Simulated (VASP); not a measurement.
# TePt (P6_3/mmc) in VASP: single point with PBEsol

Aim: the single point of TePt with PBEsol.

Program: VASP 6.6.1. These are calculated values, not measurements. Logs are shortened: lines on timing, memory, paths and dates and some standing lists are left out, and cuts for length are marked.

**1. The cell of the first run**

It takes space group P6_3/mmc (No. 194, hexagonal). The conventional cell has a = 4.111 Å, b = 4.111 Å, c = 5.446 Å, α = 90.00°, β = 90.00°, γ = 120.00°. Te (site symmetry -6m2) has 6 Pt at 2.74 Å and 6 Te at 3.61 Å within 3.7 Å. Pt (site symmetry -3m) has 2 Pt at 2.72 Å and 6 Te at 2.74 Å within 3.6 Å.

**2. Single point, PBEsol**

INCAR reads:

```
ALGO = Normal ; EDIFF = 1E-6
ENCUT = 520 ; GGA = PS
ISIF = 2 ; ISMEAR = 0
LASPH = True ; LCHARG = False
LREAL = False ; LWAVE = False
NBANDS = 24 ; NELM = 80
PREC = Accurate ; SIGMA = 0.15
```

KPOINTS reads:

```
k-points
0
Gamma
  15 15 10
```

POSCAR reads:

```
TePt
1.0
    4.1109998117      0.0000000000      0.0000000000
   -2.0554999058      3.5602302719      0.0000000000
    0.0000000000      0.0000000000      5.4460000000
Te Pt
2 2
Direct
    0.3333333333      0.6666666667      0.2500000000
    0.6666666667      0.3333333333      0.7500000000
    0.0000000000      0.0000000000      0.0000000000
    0.0000000000      0.0000000000      0.5000000000
```

Potentials or basis: VASP PAW PBE potentials, release 64 (Te, Pt).

Launch:

```console
> cat potpaw_PBE.64/Te/POTCAR potpaw_PBE.64/Pt/POTCAR > POTCAR
> mpirun -np 1 vasp_std > vasp.out
```

OUTCAR:

```text
EDIFF = 1E-6
   ENCUT = 520
   GGA = PS
   ISIF = 2
   ISMEAR = 0
   LASPH = True
   LREAL = False
   NELM = 80
   PREC = Accurate

 ion  position               nearest neighbor table
   1  0.333  0.667  0.250-   3 2.74   4 2.74   3 2.74   4 2.74   3 2.74   4 2.74   2 3.61   2 3.61
                             2 3.61   2 3.61   2 3.61   2 3.61
   2  0.667  0.333  0.750-   3 2.74   4 2.74   3 2.74   4 2.74   3 2.74   4 2.74   1 3.61   1 3.61
                             1 3.61   1 3.61   1 3.61   1 3.61
   3  0.000  0.000  0.000-   4 2.72   4 2.72   1 2.74   2 2.74   1 2.74   2 2.74   2 2.74   1 2.74

   4  0.000  0.000  0.500-   3 2.72   3 2.72   1 2.74   2 2.74   1 2.74   2 2.74   2 2.74   1 2.74

  LATTYP: Found a hexagonal cell.
 ALAT       =     4.1109998117
 C/A-ratio  =     1.3247385671

  Lattice vectors:

 A1 = (   4.1109998117,   0.0000000000,   0.0000000000)
 A2 = (  -2.0554999058,   3.5602302719,   0.0000000000)
 A3 = (   0.0000000000,   0.0000000000,   5.4460000000)

Analysis of symmetry for initial positions (statically):
=====================================================================
 Subroutine PRICEL returns:
 Original cell was already a primitive cell.

 Routine SETGRP: Setting up the symmetry group for a
 hexagonal supercell.

 Subroutine GETGRP returns: Found 24 space group operations
 (whereof 12 operations were pure point group operations)
 out of a pool of 24 trial point group operations.

The static configuration has the point symmetry D_3d.
 The point group associated with its full space group is D_6h.

Analysis of symmetry for dynamics (positions and initial velocities):
=====================================================================
 Subroutine PRICEL returns:
 Original cell was already a primitive cell.

 Routine SETGRP: Setting up the symmetry group for a
 hexagonal supercell.

 Subroutine GETGRP returns: Found 24 space group operations
 (whereof 12 operations were pure point group operations)
 out of a pool of 24 trial point group operations.

The dynamic configuration has the point symmetry D_3d.
 The point group associated with its full space group is D_6h.

 Subroutine INISYM returns: Found 24 space group operations
 (whereof 12 operations are pure point group operations),
 and found     1 'primitive' translations

----------------------------------------------------------------------------------------

[... 95 lines left out ...]
   NELM   =     80;   NELMIN=  2; NELMDL= -5     # of ELM steps
   EDIFF  = 0.1E-05   stopping-criterion for ELM
   LREAL  =      F    real-space projection
   EDIFFG = 0.1E-04   stopping-criterion for IOM
   NSW    =      0    number of steps for IOM
   IBRION =     -1    ionic relax: 0-MD 1-quasi-New 2-CG
   NFREE  =      0    steps in history (QN), initial steepest desc. (CG)
   ISIF   =      2    stress and relaxation
   ISYM   =      2    0-nonsym 1-usesym 2-fastsym
   POTIM  = 0.5000    time-step for ionic-motion
   TEBEG  =    0.0;   TEEND  =   0.0 temperature during run
   PSTRESS=    0.0 pullay stress
   NELECT =      32.0000    total number of electrons
   NUPDOWN=      -1.0000    fix difference up-down
   EMIN   =  10.00;   EMAX   =-10.00  energy-range for DOS
   EFERMI =   0.00;   METHOD = LEGACY
   ISMEAR =     0;   SIGMA  =   0.15  broadening in eV -4-tet -1-fermi 0-gaus
   EFERMI_NEDOS =   21; number of points for ismear=-14 and -15
   IALGO  =     38    algorithm
   IMIX   =      4    mixing-type and parameters
     AMIX     =   0.40;   BMIX     =  1.00
     AMIX_MAG =   1.60;   BMIX_MAG =  1.00
  volume/ion in A,a.u.               =      19.93       134.47
  Fermi-wavevector in a.u.,A,eV,Ry     =   1.207695  2.282212 19.844452  1.458526
  Thomas-Fermi vector in A             =   2.343325
   LORBIT       =      0    0 simple, 1 ext, 2 COOP (PROOUT), +10 PAW based schemes
   GGA     = PS    functional components
   LHFCALC =     F    Hartree Fock is set to
   AEXX    =    0.0000 exact exchange contribution
   IVDW    =     0    specifies the selected vdW correction
   LEPSILON=     F    determine dielectric tensor
   LRPA    =     F    only Hartree local field effects (RPA)
 non-spin polarized calculation
 Gauss-broadening in eV      SIGMA  =   0.15
  energy-cutoff  :      520.00
  volume of cell :       79.71
 maximum number of plane-waves:      2187
 NGX is ok and might be reduce to    32
   NGX = 15   NGY = 15   NGZ = 21

 number of electron      31.9999996 magnetization

 Free energy of the ion-electron system (eV)
  ---------------------------------------------------
  ext. energy  EPLUGINS =         0.00000000
  ---------------------------------------------------
  free energy    TOTEN  =       -21.65402262 eV

  energy without entropy =      -21.62980315  energy(sigma->0) =      -21.64191289

 E-fermi :  10.7427     XC(G=0): -11.7329

 val. band max:       10.7351031881   @ k =   0.2667   0.2000   0.2000
 cond. band min:      10.7537744492   @ k =   0.3333   0.1333   0.3000
 fundamental gap:      0.0186712611
 Fermi energy:        10.7427497765

 k-point     1 :       0.0000    0.0000    0.0000
  band No.  band energies     occupation
      1      -4.0441      2.00000
      2      -0.8879      2.00000
      3       2.7834      2.00000
      4       3.9669      2.00000
      5       3.9669      2.00000
      6       4.5837      2.00000
[... 637 lines left out ...]
     23      18.4374      0.00000
     24      18.7300      0.00000

 [... further k-points ...]

------------------------ aborting loop because EDIFF is reached ----------------------------------------

  FORCE on cell =-STRESS in cart. coord.  units (eV):
  Direction    XX          YY          ZZ          XY          YZ          ZX
  --------------------------------------------------------------------------------------
  -------------------------------------------------------------------------------------
  Total        5.8673340      5.8673340      5.5343237      0.0000000      0.0000000      0.0000000
  in kB      117.9364935    117.9364935    111.2428118      0.0000000      0.0000000      0.0000000
  external PRESSURE =     115.7052663 kB  Pullay stress =       0.0000000 kB

 VOLUME and BASIS-vectors are now :
 -----------------------------------------------------------------------------
  energy-cutoff  :      520.00
  volume of cell :       79.71
      direct lattice vectors                 reciprocal lattice vectors
     4.110999812  0.000000000  0.000000000     0.243249829  0.140440354  0.000000000
    -2.055499906  3.560230272  0.000000000     0.000000000  0.280880708  0.000000000
     0.000000000  0.000000000  5.446000000     0.000000000  0.000000000  0.183621006

 POSITION                                       TOTAL-FORCE (eV/Angst)
 -----------------------------------------------------------------------------------
     -0.00000      2.37349      1.36150         0.000000      0.000000      0.000000
      2.05550      1.18674      4.08450         0.000000      0.000000      0.000000
      0.00000      0.00000      0.00000        -0.000000      0.000000      0.000000
      0.00000      0.00000      2.72300        -0.000000      0.000000      0.000000
 -----------------------------------------------------------------------------------
    total drift:                               -0.000000      0.000000     -0.000000

  FREE ENERGIE OF THE ION-ELECTRON SYSTEM (eV)
  ---------------------------------------------------
  free  energy   TOTEN  =       -21.6540226235 eV

  energy  without entropy=      -21.6298031465  energy(sigma->0) =      -21.64191289
```

Wall time 1.7 min (1 thread of Intel Xeon 6975P-C (Granite Rapids), shared host); peak memory 0.4 GiB.

What came out:

| Quantity | Value |
| --- | --- |
| Free energy | -21.6540 eV |
| Pressure | 11.6 GPa |
| Band gap on the k mesh | zero (bands 16 and 17 overlap by 1.60 eV) |

Caveat: the cell stands under pressure; the PAW data sets were made with another functional, which shifts forces and pressure a little; spin-orbit coupling is left out, which moves the levels of the heavy elements.
